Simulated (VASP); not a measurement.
Runs of VASP 6.6.1 on Sr3Zn. The structure is that of space group Pm-3m (No. 221), or close to it. The cells are those of the table. 

| cell | gap on the mesh (eV) | pressure (GPa) |
| --- | --- | --- |
| a = 5.587 Å, 4 atoms | none | -0.8 |
| a = 5.368 Å, 4 atoms | none | 1.0 |
| a = 5.406 Å, 4 atoms | none | 0.6 |
| a = 5.516 Å, 4 atoms | none | -0.3 |
| a = 5.443 Å, 4 atoms | none | 0.3 |
| a = 5.480 Å, 4 atoms | none | (b) |
| a = 5.552 Å, 4 atoms | none | (a) |

Alike in all rows: task single point; level PBE; potentials or basis VASP PAW PBE potentials, release 64 (Sr_sv, Zn); no spin polarisation; k mesh 4 × 4 × 4; cutoff (eV) 520; smearing fermi-dirac 0.05 eV.

Question: Fill in the values left out.

Answer: (a) -0.5; (b) 0.0.

A k mesh can miss the band edges, and the runs leave out spin-orbit coupling on Sr.

A gap of «none» marks levels without a gap at the run's occupations.
